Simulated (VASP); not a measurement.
# SiC (P6_3mc) in VASP: notebook

The runs below take SiC through single point, relaxation of cell and atoms, with PBEsol.

All numbers are computed with VASP 6.6.1; they aren't measurements. Logs are shortened: lines on timing, memory, paths and dates and some standing lists are left out, and cuts for length are marked.

## Step 1: The cell of the first run

It takes space group P6_3mc (No. 186, hexagonal). The conventional cell has a = 3.076 Å, b = 3.076 Å, c = 5.048 Å, α = 90.00°, β = 90.00°, γ = 120.00°. Within 2.5 Å of Si (site symmetry 3m) lie 4 C at 1.88 to 1.90 Å. C (site symmetry 3m) has 4 Si at 1.88 to 1.90 Å within 2.5 Å.

## Step 2: Single point, PBEsol

INCAR reads:

```
ALGO = Normal ; EDIFF = 1E-7
ENCUT = 520 ; GGA = PS
ISIF = 2 ; ISMEAR = 0
LASPH = True ; LCHARG = False
LREAL = False ; LWAVE = False
NBANDS = 16 ; NELM = 60
PREC = Accurate ; SIGMA = 0.01
```

KPOINTS reads:

```
k-points
0
Gamma
  12 12 6
```

POSCAR reads:

```
SiC
1.0
    3.0759438457      0.0000000000      0.0000000000
   -1.5379719229      2.6638455110      0.0000000000
    0.0000000000      0.0000000000      5.0477648992
Si C
2 2
Direct
    0.3333333333      0.6666666667      0.0045894445
    0.6666666667      0.3333333333      0.5045894445
    0.3333333333      0.6666666667      0.3804105555
    0.6666666667      0.3333333333      0.8804105555
```

Potentials or basis: VASP PAW PBE potentials, release 64 (Si, C).

The run is started by

```bash
> cat potpaw_PBE.64/Si/POTCAR potpaw_PBE.64/C/POTCAR > POTCAR
> mpirun -np 1 vasp_std > vasp.out
```

OUTCAR:

```text
EDIFF = 1E-7
   ENCUT = 520
   GGA = PS
   ISIF = 2
   ISMEAR = 0
   LASPH = True
   LREAL = False
   NELM = 60
   PREC = Accurate

 ion  position               nearest neighbor table
   1  0.333  0.667  0.005-   4 1.88   4 1.88   4 1.88   3 1.90   2 3.09   2 3.09   2 3.09   2 3.09
                             2 3.09   2 3.09
   2  0.667  0.333  0.505-   3 1.88   3 1.88   3 1.88   4 1.90   1 3.09   1 3.09   1 3.09   1 3.09
                             1 3.09   1 3.09
   3  0.333  0.667  0.380-   2 1.88   2 1.88   2 1.88   1 1.90
   4  0.667  0.333  0.880-   1 1.88   1 1.88   1 1.88   2 1.90

  LATTYP: Found a hexagonal cell.
 ALAT       =     3.0759438457
 C/A-ratio  =     1.6410458553

  Lattice vectors:

 A1 = (   3.0759438457,   0.0000000000,   0.0000000000)
 A2 = (  -1.5379719229,   2.6638455110,   0.0000000000)
 A3 = (   0.0000000000,   0.0000000000,   5.0477648992)

Analysis of symmetry for initial positions (statically):
=====================================================================
 Subroutine PRICEL returns:
 Original cell was already a primitive cell.

 Routine SETGRP: Setting up the symmetry group for a
 hexagonal supercell.

 Subroutine GETGRP returns: Found 12 space group operations
 (whereof  6 operations were pure point group operations)
 out of a pool of 24 trial point group operations.

The static configuration has the point symmetry C_3v.
 The point group associated with its full space group is C_6v.

Analysis of symmetry for dynamics (positions and initial velocities):
=====================================================================
 Subroutine PRICEL returns:
 Original cell was already a primitive cell.

 Routine SETGRP: Setting up the symmetry group for a
 hexagonal supercell.

 Subroutine GETGRP returns: Found 12 space group operations
 (whereof  6 operations were pure point group operations)
 out of a pool of 24 trial point group operations.

The dynamic configuration has the point symmetry C_3v.
 The point group associated with its full space group is C_6v.

 Subroutine INISYM returns: Found 12 space group operations
 (whereof  6 operations are pure point group operations),
 and found     1 'primitive' translations

----------------------------------------------------------------------------------------

                                     Primitive cell

  volume of cell :      41.3606

  direct lattice vectors                    reciprocal lattice vectors
     3.075943846  0.000000000  0.000000000     0.325103464  0.187698573  0.000000000
    -1.537971923  2.663845511  0.000000000     0.000000000  0.375397145  0.000000000
     0.000000000  0.000000000  5.047764899     0.000000000  0.000000000  0.198107483

  length of vectors
     3.075943846  3.075943846  5.047764899     0.375397145  0.375397145  0.198107483

  position of ions in fractional coordinates (direct lattice)
     0.333333333  0.666666667  0.004589444
     0.666666667  0.333333333  0.504589444
     0.333333333  0.666666667  0.380410555
     0.666666667  0.333333333  0.880410555

  ion indices of the primitive-cell ions
   primitive index   ion index
                 1           1
                 2           2
                 3           3
                 4           4

----------------------------------------------------------------------------------------

 KPOINTS: k-points

Automatic generation of k-mesh.
 Grid dimensions read from file:
 generate k-points for:   12   12    6

 Generating k-lattice:

  Cartesian coordinates                     Fractional coordinates (reciprocal lattice)
     0.027091955  0.015641548  0.000000000     0.083333333 -0.000000000  0.000000000
     0.000000000  0.031283095  0.000000000     0.000000000  0.083333333  0.000000000
     0.000000000  0.000000000  0.033017914     0.000000000  0.000000000  0.166666667

  Length of vectors
     0.031283095  0.031283095  0.033017914

  Shift w.r.t. Gamma in fractional coordinates (k-lattice)
     0.000000000  0.000000000  0.000000000

 Subroutine IBZKPT returns following result:
 ===========================================

 Found     76 irreducible k-points:

 Following reciprocal coordinates:
            Coordinates               Weight
  0.000000  0.000000  0.000000      1.000000
  0.083333 -0.000000  0.000000      6.000000
  0.166667  0.000000  0.000000      6.000000
  0.250000 -0.000000  0.000000      6.000000
  0.333333 -0.000000  0.000000      6.000000
  0.416667 -0.000000  0.000000      6.000000
[... 16 lines left out ...]
  0.250000 -0.000000  0.166667     12.000000
  0.333333 -0.000000  0.166667     12.000000
 [... further k-points ...]
   k-points           NKPTS =     76   k-points in BZ     NKDIM =     76   number of bands    NBANDS=     16
   number of dos      NEDOS =    301   number of ions     NIONS =      4
   total plane-waves  NPLWV =  23040
   dimension x,y,z NGX =    24 NGY =   24 NGZ =   40
   dimension x,y,z NGXF=    48 NGYF=   48 NGZF=   80
   ions per type =               2   2
   NGX,Y,Z   is equivalent  to a cutoff of  12.97, 12.97, 13.17 a.u.
   NGXF,Y,Z  is equivalent  to a cutoff of  25.94, 25.94, 26.35 a.u.
 SYSTEM =  unknown system
   PREC   = accura    normal or accurate (medium, high low for compatibility)
   ISTART =      0    job   : 0-new  1-cont  2-samecut
   ICHARG =      2    charge: 1-file 2-atom 10-const
   ISPIN  =      1    spin polarized calculation?
   LNONCOLLINEAR =      F non collinear calculations
   LSORBIT =      F    spin-orbit coupling
   LASPH  =      T    aspherical Exc in radial PAW
   ENCUT  =  520.0 eV  38.22 Ry    6.18 a.u.   5.72  5.72  9.39*2*pi/ulx,y,z
   NELM   =     60;   NELMIN=  2; NELMDL= -5     # of ELM steps
   EDIFF  = 0.1E-06   stopping-criterion for ELM
   LREAL  =      F    real-space projection
   EDIFFG = 0.1E-05   stopping-criterion for IOM
   NSW    =      0    number of steps for IOM
   IBRION =     -1    ionic relax: 0-MD 1-quasi-New 2-CG
   NFREE  =      0    steps in history (QN), initial steepest desc. (CG)
   ISIF   =      2    stress and relaxation
   ISYM   =      2    0-nonsym 1-usesym 2-fastsym
   POTIM  = 0.5000    time-step for ionic-motion
   TEBEG  =    0.0;   TEEND  =   0.0 temperature during run
   PSTRESS=    0.0 pullay stress
   NELECT =      16.0000    total number of electrons
   NUPDOWN=      -1.0000    fix difference up-down
   EMIN   =  10.00;   EMAX   =-10.00  energy-range for DOS
   EFERMI =   0.00;   METHOD = LEGACY
   ISMEAR =     0;   SIGMA  =   0.01  broadening in eV -4-tet -1-fermi 0-gaus
   EFERMI_NEDOS =   21; number of points for ismear=-14 and -15
   IALGO  =     38    algorithm
   IMIX   =      4    mixing-type and parameters
     AMIX     =   0.40;   BMIX     =  1.00
     AMIX_MAG =   1.60;   BMIX_MAG =  1.00
  volume/ion in A,a.u.               =      10.34        69.78
  Fermi-wavevector in a.u.,A,eV,Ry     =   1.192850  2.254160 19.359621  1.422892
  Thomas-Fermi vector in A             =   2.328879
   LORBIT       =      0    0 simple, 1 ext, 2 COOP (PROOUT), +10 PAW based schemes
   GGA     = PS    functional components
   LHFCALC =     F    Hartree Fock is set to
   AEXX    =    0.0000 exact exchange contribution
   IVDW    =     0    specifies the selected vdW correction
   LEPSILON=     F    determine dielectric tensor
   LRPA    =     F    only Hartree local field effects (RPA)
 non-spin polarized calculation
 Gauss-broadening in eV      SIGMA  =   0.01
  energy-cutoff  :      520.00
  volume of cell :       41.36
 maximum number of plane-waves:      1132
 NGX is ok and might be reduce to    24
   NGX = 11   NGY = 11   NGZ = 19

 number of electron      15.9999999 magnetization

 Free energy of the ion-electron system (eV)
  ---------------------------------------------------
  ext. energy  EPLUGINS =         0.00000000
  ---------------------------------------------------
  free energy    TOTEN  =       -31.82220095 eV

  energy without entropy =      -31.82220095  energy(sigma->0) =      -31.82220095

 E-fermi :   8.2654     XC(G=0): -11.4996

 val. band max:        8.2092855408   @ k =   0.0000   0.0000   0.0000
 cond. band min:      10.3234742801   @ k =   0.3333   0.3333   0.0000
 fundamental gap:      2.1141887392
 Fermi energy:         8.2653972440

 k-point     1 :       0.0000    0.0000    0.0000
  band No.  band energies     occupation
      1      -7.3811      2.00000
      2      -3.7764      2.00000
      3      -0.5537      2.00000
      4       6.8870      2.00000
      5       6.8870      2.00000
      6       8.0966      2.00000
[... 8 lines left out ...]
     15      17.1035      0.00000
     16      19.4289      0.00000

 k-point     2 :       0.0833   -0.0000    0.0000
  band No.  band energies     occupation
      1      -7.2600      2.00000
      2      -3.6729      2.00000
      3      -0.4415      2.00000
      4       6.1955      2.00000
      5       6.6728      2.00000
      6       7.7460      2.00000
[... 8 lines left out ...]
     15      17.4049      0.00000
     16      18.5086      0.00000

 k-point     3 :       0.1667    0.0000    0.0000
  band No.  band energies     occupation
      1      -6.9000      2.00000
      2      -3.3711      2.00000
      3      -0.1135      2.00000
      4       4.6941      2.00000
      5       6.1903      2.00000
      6       6.6300      2.00000
[... 8 lines left out ...]
     15      17.6722      0.00000
     16      18.0458      0.00000

 k-point     4 :       0.2500   -0.0000    0.0000
  band No.  band energies     occupation
      1      -6.3118      2.00000
      2      -2.9078      2.00000
      3       0.3858      2.00000
      4       3.0551      2.00000
      5       5.2433      2.00000
      6       5.6682      2.00000
[... 8 lines left out ...]
     15      18.1737      0.00000
     16      18.9341      0.00000
[... 324 lines left out ...]
 k-point    22 :       0.1667    0.0000    0.1667
  band No.  band energies     occupation
      1      -6.7651      2.00000
      2      -3.9051      2.00000
      3       0.6179      2.00000
      4       4.8160      2.00000
      5       6.2435      2.00000
      6       6.2815      2.00000
[... 8 lines left out ...]
     15      17.8943      0.00000
     16      18.3972      0.00000

 k-point    23 :       0.2500   -0.0000    0.1667
  band No.  band energies     occupation
      1      -6.1791      2.00000
      2      -3.4034      2.00000
      3       0.9994      2.00000
      4       3.2581      2.00000
      5       4.8514      2.00000
      6       5.7663      2.00000
[... 8 lines left out ...]
     15      18.9011      0.00000
     16      18.9349      0.00000

 k-point    24 :       0.3333   -0.0000    0.1667
  band No.  band energies     occupation
      1      -5.3939      2.00000
      2      -2.8084      2.00000
      3       0.8525      2.00000
      4       2.5125      2.00000
      5       3.4150      2.00000
      6       5.3395      2.00000
[... 8 lines left out ...]
     15      19.4437      0.00000
     16      20.1912      0.00000

 [... further k-points ...]

------------------------ aborting loop because EDIFF is reached ----------------------------------------

  FORCE on cell =-STRESS in cart. coord.  units (eV):
  Direction    XX          YY          ZZ          XY          YZ          ZX
  --------------------------------------------------------------------------------------
  -------------------------------------------------------------------------------------
  Total        0.0921980      0.0921980      0.0905964     -0.0000000      0.0000000      0.0000000
  in kB        3.5714564      3.5714564      3.5094172     -0.0000000      0.0000000      0.0000000
  external PRESSURE =       3.5507767 kB  Pullay stress =       0.0000000 kB

 VOLUME and BASIS-vectors are now :
 -----------------------------------------------------------------------------
  energy-cutoff  :      520.00
  volume of cell :       41.36
      direct lattice vectors                 reciprocal lattice vectors
     3.075943846  0.000000000  0.000000000     0.325103464  0.187698573  0.000000000
    -1.537971923  2.663845511  0.000000000     0.000000000  0.375397145  0.000000000
     0.000000000  0.000000000  5.047764899     0.000000000  0.000000000  0.198107483

 POSITION                                       TOTAL-FORCE (eV/Angst)
 -----------------------------------------------------------------------------------
     -0.00000      1.77590      0.02317         0.000000      0.000000      0.001279
      1.53797      0.88795      2.54705        -0.000000     -0.000000      0.001279
     -0.00000      1.77590      1.92022         0.000000     -0.000000     -0.001279
      1.53797      0.88795      4.44411        -0.000000     -0.000000     -0.001279
 -----------------------------------------------------------------------------------
    total drift:                               -0.000000     -0.000000     -0.000238

  FREE ENERGIE OF THE ION-ELECTRON SYSTEM (eV)
  ---------------------------------------------------
  free  energy   TOTEN  =       -31.8222009470 eV

  energy  without entropy=      -31.8222009470  energy(sigma->0) =      -31.82220095
```

Wall time 14 s (1 thread of Intel Xeon 6975P-C (Granite Rapids), shared host); peak memory 0.18 GiB.

What came out:

```yaml
Free_energy: -31.8222 eV
Pressure: 0.4 GPa
Band_gap_on_the_k_mesh: 2.11 eV, indirect (least direct gap 3.85 eV)
```

Caveat: the PAW data sets were made with another functional, which shifts forces and pressure a little. A k mesh can miss the band edges.

## Step 3: Single point, PBEsol

INCAR reads:

```
SYSTEM = SiC
PREC = Accurate
ENCUT = 520
EDIFF = 1E-6
ISMEAR = 0
SIGMA = 0.02
LREAL = .FALSE.
LASPH = .TRUE.
NELM = 80
ALGO = Normal
ISIF = 2
LWAVE = .FALSE.
LCHARG = .FALSE.
GGA = PS
NBANDS = 16
```

KPOINTS reads:

```
Automatic mesh
0
G
  12 12 6
  0 0 0
```

POSCAR is that of step 2.

Potentials or basis: VASP PAW PBE potentials, release 64 (Si, C).

The run is started by

```bash
> cat potpaw_PBE.64/Si/POTCAR potpaw_PBE.64/C/POTCAR > POTCAR
> mpirun -np 1 vasp_std > vasp.out
```

Run time: 13 s. Hardware: 1 thread of Intel Xeon 6975P-C (Granite Rapids), shared host; peak memory 0.18 GiB.

It converged, with:

```
Free energy            : -31.8222 eV
Pressure               : 0.3 GPa
Band gap on the k mesh : 2.11 eV, indirect (least direct gap 3.85 eV)
```

Levels at points of the mesh, in eV from the valence-band top:
| k point | band 5 | band 6 | band 7 | band 8 | band 9 | band 10 | band 11 | band 12 |
| --- | --- | --- | --- | --- | --- | --- | --- | --- |
| (0.00, 0.00, 0.00) | -1.32 | -0.11 | 0.00 | 0.00 | 4.74 | 6.15 | 6.59 | 6.59 |
| (0.50, 0.00, 0.00) | -5.48 | -3.34 | -3.34 | -1.20 | 2.65 | 4.12 | 6.80 | 7.04 |
| (0.00, 0.00, 0.50) | -0.71 | -0.71 | -0.71 | -0.71 | 5.83 | 5.83 | 7.27 | 7.27 |
| (0.50, 0.00, 0.50) | -2.46 | -2.46 | -2.34 | -2.34 | 3.17 | 3.17 | 5.16 | 5.16 |

Caveat: the PAW data sets were made with another functional, which shifts forces and pressure a little. A k mesh can miss the band edges.

(Continued in part 2 of 2.)
